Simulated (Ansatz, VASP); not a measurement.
Rh in VASP and in Ansatz

File INCAR:

```
  PREC = Accurate
  ENCUT = 500
  EDIFF = 1E-6
  ISMEAR = -1
  SIGMA = 0.1
  LREAL = F
  LASPH = T
  NELM = 120
  ALGO = Normal
  ISIF = 2
  LWAVE = F
  LCHARG = F
  GGA = PE
  NBANDS = 14
  GGA_COMPAT = F
```

File KPOINTS:

```
Automatic mesh
0
Gamma
  16 16 16
```

Contents of POSCAR:

```
Rh
1.0
   -1.4940939594      1.4940939594      1.4940939594
    1.4940939594     -1.4940939594      1.4940939594
    1.4940939594      1.4940939594     -1.4940939594
Rh
1
Direct
    0.0000000000      0.0000000000      0.0000000000
```

Input for Ansatz:

```yaml
crystal:
  lattice:
    - [-1.4940939594, 1.4940939594, 1.4940939594]
    - [1.4940939594, -1.4940939594, 1.4940939594]
    - [1.4940939594, 1.4940939594, -1.4940939594]
  atoms:
    - { symbol: Rh, position: [0.0, 0.0, 0.0] }
hamiltonian:
  xc: pbe
  pseudopotentials:
    kind: paw
    azcp:
      Rh: "pseudopotentials/Rh.paw.azcp"
basis:
  ecutwfc: 420
  fft_grid_basis: typed
kpoints:
  mp_grid: { grid: [16, 16, 16], shift: [0, 0, 0] }
magnetization:
  spin_polarized: false
scf:
  occupations: { method: fermi_dirac, width: 0.1 }
  lower_state_search: "off"
output:
  stress: true
  write_density: true
  write_potential: true
  elf: true
  volumetric_format: npy
```

Alike in both runs: task single point; functional PBE; k mesh 16 × 16 × 16; occupations fermi-dirac, width 0.1 eV; no spin polarisation.

```csv
,VASP,Ansatz
version,VASP 6.6.1,Ansatz 0.2.0
potentials or method,"VASP PAW PBE potentials, release 64 (Rh_pv), cutoff 500 eV","plane waves (420 eV) with PAW, scalar-relativistic"
valence electrons in the cell,15,17
```

|  | VASP | Ansatz | Ansatz less VASP |
| --- | --- | --- | --- |
| pressure (GPa) | 23.9 | 23.8 | -0.11 |

With one functional, cell and mesh, what is left measures potentials, basis and numerics. VASP's potentials hold 15 valence electrons a cell and Ansatz's 17, so a difference there can come from the potentials and not from the codes.
